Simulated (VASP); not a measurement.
# BeSe (F-43m) in VASP: single point with HSE06

Aim: the single point of BeSe with HSE06.

Program: VASP 6.6.1. These are calculated values, not measurements. Logs are shortened: lines on timing, memory, paths and dates and some standing lists are left out, and cuts for length are marked.

**1. The cell of the first run**

The structure is cubic, space group F-43m (No. 216). Conventional cell: a = 5.138 Å, b = 5.138 Å, c = 5.138 Å, α = 90.00°, β = 90.00°, γ = 90.00°. Be (site symmetry -43m) has 4 Se at 2.22 Å within 2.9 Å. Within 2.9 Å of Se (site symmetry -43m) lie 4 Be at 2.22 Å.

**2. Single point, HSE06**

Contents of POSCAR:

```
BeSe
1.0
   10.2756160000      0.0000000000      0.0000000000
    0.0000000000     10.2756160000      0.0000000000
    0.0000000000      0.0000000000     10.2756160000
Be Se
32 32
Direct
    0.0000000000      0.0000000000      0.0000000000
    0.0000000000      0.0000000000      0.5000000000
    0.0000000000      0.5000000000      0.0000000000
    0.0000000000      0.5000000000      0.5000000000
    0.5000000000      0.0000000000      0.0000000000
    0.5000000000      0.0000000000      0.5000000000
    0.5000000000      0.5000000000      0.0000000000
    0.5000000000      0.5000000000      0.5000000000
    0.2500000000      0.2500000000      0.0000000000
    0.2500000000      0.2500000000      0.5000000000
    0.2500000000      0.7500000000      0.0000000000
    0.2500000000      0.7500000000      0.5000000000
    0.7500000000      0.2500000000      0.0000000000
    0.7500000000      0.2500000000      0.5000000000
    0.7500000000      0.7500000000      0.0000000000
    0.7500000000      0.7500000000      0.5000000000
    0.2500000000      0.0000000000      0.2500000000
    0.2500000000      0.0000000000      0.7500000000
    0.2500000000      0.5000000000      0.2500000000
    0.2500000000      0.5000000000      0.7500000000
    0.7500000000      0.0000000000      0.2500000000
    0.7500000000      0.0000000000      0.7500000000
    0.7500000000      0.5000000000      0.2500000000
    0.7500000000      0.5000000000      0.7500000000
    0.0000000000      0.2500000000      0.2500000000
    0.0000000000      0.2500000000      0.7500000000
    0.0000000000      0.7500000000      0.2500000000
    0.0000000000      0.7500000000      0.7500000000
    0.5000000000      0.2500000000      0.2500000000
    0.5000000000      0.2500000000      0.7500000000
    0.5000000000      0.7500000000      0.2500000000
    0.5000000000      0.7500000000      0.7500000000
    0.1250000000      0.1250000000      0.1250000000
    0.1250000000      0.1250000000      0.6250000000
    0.1250000000      0.6250000000      0.1250000000
    0.1250000000      0.6250000000      0.6250000000
    0.6250000000      0.1250000000      0.1250000000
    0.6250000000      0.1250000000      0.6250000000
    0.6250000000      0.6250000000      0.1250000000
    0.6250000000      0.6250000000      0.6250000000
    0.3750000000      0.3750000000      0.1250000000
    0.3750000000      0.3750000000      0.6250000000
    0.3750000000      0.8750000000      0.1250000000
    0.3750000000      0.8750000000      0.6250000000
    0.8750000000      0.3750000000      0.1250000000
    0.8750000000      0.3750000000      0.6250000000
    0.8750000000      0.8750000000      0.1250000000
    0.8750000000      0.8750000000      0.6250000000
    0.3750000000      0.1250000000      0.3750000000
    0.3750000000      0.1250000000      0.8750000000
    0.3750000000      0.6250000000      0.3750000000
    0.3750000000      0.6250000000      0.8750000000
    0.8750000000      0.1250000000      0.3750000000
    0.8750000000      0.1250000000      0.8750000000
    0.8750000000      0.6250000000      0.3750000000
    0.8750000000      0.6250000000      0.8750000000
    0.1250000000      0.3750000000      0.3750000000
    0.1250000000      0.3750000000      0.8750000000
    0.1250000000      0.8750000000      0.3750000000
    0.1250000000      0.8750000000      0.8750000000
    0.6250000000      0.3750000000      0.3750000000
    0.6250000000      0.3750000000      0.8750000000
    0.6250000000      0.8750000000      0.3750000000
    0.6250000000      0.8750000000      0.8750000000
```

Contents of INCAR.step1:

```
  PREC = Accurate
  ENCUT = 520
  EDIFF = 1E-5
  ISMEAR = -1
  SIGMA = 0.05
  LREAL = Auto
  LASPH = True
  NELM = 120
  ALGO = Normal
  ISIF = 2
  LWAVE = True
  LCHARG = False
  NBANDS = 166
  GGA = PE
  GGA_COMPAT = False
```

Contents of INCAR.step2:

```
  PREC = Accurate
  ENCUT = 520
  EDIFF = 1E-6
  ISMEAR = -1
  SIGMA = 0.05
  LREAL = Auto
  LASPH = True
  NELM = 120
  ALGO = Normal
  ISIF = 2
  LWAVE = False
  LCHARG = False
  GGA = PE
  LHFCALC = True
  HFSCREEN = 0.2079
  PRECFOCK = Fast
  NBANDS = 166
  ISTART = 1
  GGA_COMPAT = False
```

Contents of KPOINTS:

```
Automatic mesh
0
Gamma
  1 1 1
```

Potentials or basis: VASP PAW PBE potentials, release 64 (Be, Se).

The run is started by

```console
$ cat potpaw_PBE.64/Be/POTCAR potpaw_PBE.64/Se/POTCAR > POTCAR
$ cp INCAR.step1 INCAR
$ mpirun -np 1 vasp_gam > vasp.out
$ cp INCAR.step2 INCAR
$ mpirun -np 1 vasp_gam > vasp.out
```

OUTCAR:

```text
PREC = Accurate
   ENCUT = 520
   EDIFF = 1E-6
   ISMEAR = -1
   LREAL = Auto
   LASPH = True
   NELM = 120
   ISIF = 2
   GGA = PE
   LHFCALC = True
   HFSCREEN = 0.2079
   PRECFOCK = Fast
   ISTART = 1

 ion  position               nearest neighbor table
   1  0.000  0.000  0.000-  33 2.22  47 2.22  54 2.22  60 2.22
   2  0.000  0.000  0.500-  34 2.22  48 2.22  53 2.22  59 2.22
   3  0.000  0.500  0.000-  35 2.22  45 2.22  56 2.22  58 2.22
   4  0.000  0.500  0.500-  36 2.22  46 2.22  55 2.22  57 2.22
   5  0.500  0.000  0.000-  37 2.22  43 2.22  50 2.22  64 2.22
   6  0.500  0.000  0.500-  38 2.22  44 2.22  49 2.22  63 2.22
[... 56 lines left out ...]
  63  0.625  0.875  0.375-   6 2.22  16 2.22  21 2.22  31 2.22
  64  0.625  0.875  0.875-   5 2.22  15 2.22  22 2.22  32 2.22

  LATTYP: Found a simple cubic cell.
 ALAT       =    10.2756160000

  Lattice vectors:

 A1 = (  10.2756160000,   0.0000000000,   0.0000000000)
 A2 = (   0.0000000000,  10.2756160000,   0.0000000000)
 A3 = (   0.0000000000,   0.0000000000,  10.2756160000)

Analysis of symmetry for initial positions (statically):
=====================================================================
 Subroutine PRICEL returns following result:

  LATTYP: Found a face centered cubic cell.
 ALAT       =     5.1378080000

  Lattice vectors:

 A1 = (   2.5689040000,  -2.5689040000,   0.0000000000)
 A2 = (   2.5689040000,   0.0000000000,   2.5689040000)
 A3 = (   0.0000000000,  -2.5689040000,   2.5689040000)

  32 primitive cells build up your supercell.

 Routine SETGRP: Setting up the symmetry group for a
 simple cubic supercell.

 Subroutine GETGRP returns: Found 24 space group operations
 (whereof 24 operations were pure point group operations)
 out of a pool of 48 trial point group operations.

The static configuration has the point symmetry T_d .

Analysis of symmetry for dynamics (positions and initial velocities):
=====================================================================
 Subroutine PRICEL returns following result:

  LATTYP: Found a face centered cubic cell.
 ALAT       =     5.1378080000

  Lattice vectors:

 A1 = (   2.5689040000,  -2.5689040000,   0.0000000000)
 A2 = (   2.5689040000,   0.0000000000,   2.5689040000)
 A3 = (   0.0000000000,  -2.5689040000,   2.5689040000)

  32 primitive cells build up your supercell.

 Routine SETGRP: Setting up the symmetry group for a
 simple cubic supercell.

 Subroutine GETGRP returns: Found 24 space group operations
 (whereof 24 operations were pure point group operations)
 out of a pool of 48 trial point group operations.

The dynamic configuration has the point symmetry T_d .

 Subroutine INISYM returns: Found 24 space group operations
 (whereof 24 operations are pure point group operations),
 and found    32 'primitive' translations

----------------------------------------------------------------------------------------

                                     Primitive cell

  volume of cell :      33.9058

  direct lattice vectors                    reciprocal lattice vectors
     2.568904000 -2.568904000  0.000000000     0.194635533 -0.194635533 -0.194635533
     2.568904000  0.000000000  2.568904000     0.194635533  0.194635533  0.194635533
     0.000000000 -2.568904000  2.568904000    -0.194635533 -0.194635533  0.194635533

  length of vectors
     3.632978877  3.632978877  3.632978877     0.337118633  0.337118633  0.337118633

  position of ions in fractional coordinates (direct lattice)
     0.000000000  0.000000000  0.000000000
     0.750000000  0.750000000  0.750000000

  ion indices of the primitive-cell ions
   primitive index   ion index
                 1           1
                 2          33

----------------------------------------------------------------------------------------

 KPOINTS: Automatic mesh

Automatic generation of k-mesh.
 Grid dimensions read from file:
 generate k-points for:    1    1    1

 Generating k-lattice:

  Cartesian coordinates                     Fractional coordinates (reciprocal lattice)
     0.097317767  0.000000000  0.000000000     1.000000000  0.000000000  0.000000000
     0.000000000  0.097317767  0.000000000     0.000000000  1.000000000  0.000000000
     0.000000000  0.000000000  0.097317767     0.000000000  0.000000000  1.000000000

  Length of vectors
     0.097317767  0.097317767  0.097317767

  Shift w.r.t. Gamma in fractional coordinates (k-lattice)
     0.000000000  0.000000000  0.000000000

 Subroutine IBZKPT returns following result:
 ===========================================

 Found      1 irreducible k-points:

 Following reciprocal coordinates:
            Coordinates               Weight
  0.000000  0.000000  0.000000      1.000000
   k-points           NKPTS =      1   k-points in BZ     NKDIM =      1   number of bands    NBANDS=    166
   number of dos      NEDOS =    301   number of ions     NIONS =     64
   total plane-waves  NPLWV = 512000
   dimension x,y,z NGX =    80 NGY =   80 NGZ =   80
   dimension x,y,z NGXF=   160 NGYF=  160 NGZF=  160
   ions per type =              32  32
   NGX,Y,Z   is equivalent  to a cutoff of  12.94, 12.94, 12.94 a.u.
   NGXF,Y,Z  is equivalent  to a cutoff of  25.89, 25.89, 25.89 a.u.
 SYSTEM =  unknown system
   PREC   = accura    normal or accurate (medium, high low for compatibility)
   ISTART =      1    job   : 0-new  1-cont  2-samecut
   ICHARG =      0    charge: 1-file 2-atom 10-const
   ISPIN  =      1    spin polarized calculation?
   LNONCOLLINEAR =      F non collinear calculations
   LSORBIT =      F    spin-orbit coupling
   LASPH  =      T    aspherical Exc in radial PAW
   ENCUT  =  520.0 eV  38.22 Ry    6.18 a.u.  19.11 19.11 19.11*2*pi/ulx,y,z
   NELM   =    120;   NELMIN=  2; NELMDL=  0     # of ELM steps
   EDIFF  = 0.1E-05   stopping-criterion for ELM
   LREAL  =      T    real-space projection
   EDIFFG = 0.1E-04   stopping-criterion for IOM
   NSW    =      0    number of steps for IOM
   IBRION =     -1    ionic relax: 0-MD 1-quasi-New 2-CG
   NFREE  =      0    steps in history (QN), initial steepest desc. (CG)
   ISIF   =      2    stress and relaxation
   ISYM   =      3    0-nonsym 1-usesym 2-fastsym
   POTIM  = 0.5000    time-step for ionic-motion
   TEBEG  =    0.0;   TEEND  =   0.0 temperature during run
   PSTRESS=    0.0 pullay stress
   NELECT =     256.0000    total number of electrons
   NUPDOWN=      -1.0000    fix difference up-down
   EMIN   =  10.00;   EMAX   =-10.00  energy-range for DOS
   EFERMI =   0.00;   METHOD = LEGACY
   ISMEAR =    -1;   SIGMA  =   0.05  broadening in eV -4-tet -1-fermi 0-gaus
   EFERMI_NEDOS =   21; number of points for ismear=-14 and -15
   IALGO  =     38    algorithm
   IMIX   =      1    mixing-type and parameters
     AMIX     =   0.40;   BMIX     =  1.00
     AMIX_MAG =   1.60;   BMIX_MAG =  1.00
  volume/ion in A,a.u.               =      16.95       114.40
  Fermi-wavevector in a.u.,A,eV,Ry     =   1.011611  1.911668 13.923620  1.023357
  Thomas-Fermi vector in A             =   2.144671
   LORBIT       =      0    0 simple, 1 ext, 2 COOP (PROOUT), +10 PAW based schemes
   GGA     = PE    functional components
   LHFCALC =     T    Hartree Fock is set to
   PRECFOCK=fast      Normal, Fast or Accurate (Low or Medium for compatibility)
   ENCUT4O =  -1.0   cutoff for four orbital integrals eV
   NKREDX  =     1    reduce k-point grid by
   NKREDY  =     1    reduce k-point grid by
   NKREDZ  =     1    reduce k-point grid by
   AEXX    =    0.2500 exact exchange contribution
   HFSCREEN=    0.2079 screening length (either q_TF or 0.3 A-1)
   HFSCREENC=   0.2079 screening length for correlation (either q_TF or 0.3 A-1)
   ENCUTFOCK=  -1.0 apply spherical cutoff to Coloumb kernel
   IVDW    =     0    specifies the selected vdW correction
   LEPSILON=     F    determine dielectric tensor
   LRPA    =     F    only Hartree local field effects (RPA)
 non-spin polarized calculation
  energy-cutoff  :      520.00
  volume of cell :     1084.98
 maximum number of plane-waves:     14640
 NGX is ok and might be reduce to    80
  NGX = 40; NGY = 40; NGZ = 40

 number of electron     256.0000072 magnetization

 Free energy of the ion-electron system (eV)
  ---------------------------------------------------
  ext. energy  EPLUGINS =         0.00000000
  ---------------------------------------------------
  free energy    TOTEN  =      -322.42550251 eV

  energy without entropy =     -322.42550251  energy(sigma->0) =     -322.42550251

 E-fermi :   4.0714     XC(G=0):  -7.8565

 val. band max:        2.7973577667   @ k =   0.0000   0.0000   0.0000
 cond. band min:       6.2796382804   @ k =   0.0000   0.0000   0.0000
 fundamental gap:      3.4822805137
 Fermi energy:         4.0714487411

 k-point     1 :       0.0000    0.0000    0.0000
  band No.  band energies     occupation
      1     -12.3076      2.00000
      2     -11.4494      2.00000
      3     -11.4494      2.00000
      4     -11.4494      2.00000
      5     -11.4494      2.00000
      6     -11.4494      2.00000
[... 132 lines left out ...]
    139       7.9326      0.00000
    140       7.9326      0.00000
 [bands above 140 left out]

------------------------ aborting loop because EDIFF is reached ----------------------------------------

  FORCE on cell =-STRESS in cart. coord.  units (eV):
  Direction    XX          YY          ZZ          XY          YZ          ZX
  --------------------------------------------------------------------------------------
  -------------------------------------------------------------------------------------
  Total        4.9941174      4.9941174      4.9941174     -0.0000000      0.0000000      0.0000000
  in kB        7.3747233      7.3747233      7.3747233     -0.0000000      0.0000000      0.0000000
  external PRESSURE =       7.3747233 kB  Pullay stress =       0.0000000 kB

 VOLUME and BASIS-vectors are now :
 -----------------------------------------------------------------------------
  energy-cutoff  :      520.00
  volume of cell :     1084.98
      direct lattice vectors                 reciprocal lattice vectors
    10.275616000  0.000000000  0.000000000     0.097317767  0.000000000  0.000000000
     0.000000000 10.275616000  0.000000000     0.000000000  0.097317767  0.000000000
     0.000000000  0.000000000 10.275616000     0.000000000  0.000000000  0.097317767

 POSITION                                       TOTAL-FORCE (eV/Angst)
 -----------------------------------------------------------------------------------
      0.00000      0.00000      0.00000        -0.000000      0.000000     -0.000000
      0.00000      0.00000      5.13781        -0.000000      0.000000     -0.000000
      0.00000      5.13781      0.00000        -0.000000      0.000000     -0.000000
      0.00000      5.13781      5.13781        -0.000000      0.000000     -0.000000
      5.13781      0.00000      0.00000        -0.000000      0.000000     -0.000000
      5.13781      0.00000      5.13781        -0.000000      0.000000     -0.000000
[... 56 lines left out ...]
      6.42226      8.99116      3.85336         0.000000     -0.000000     -0.000000
      6.42226      8.99116      8.99116         0.000000     -0.000000     -0.000000
 -----------------------------------------------------------------------------------
    total drift:                               -0.000023      0.000001     -0.000030

  FREE ENERGIE OF THE ION-ELECTRON SYSTEM (eV)
  ---------------------------------------------------
  free  energy   TOTEN  =      -322.4255025097 eV

  energy  without entropy=     -322.4255025096  energy(sigma->0) =     -322.42550251
```

Wall time 39 min (1 thread of AMD EPYC 7R43 (Zen 3), shared host); peak memory 1.1 GiB.

Results:

```
Free energy            : -322.4255 eV
Pressure               : 0.7 GPa
Band gap on the k mesh : 3.48 eV
```

Caveat: the k points lie up to 0.61 Å⁻¹ apart; the PAW data sets were made with another functional, which shifts forces and pressure a little; an odd mesh through Γ misses points on the zone boundary, where band edges can lie.
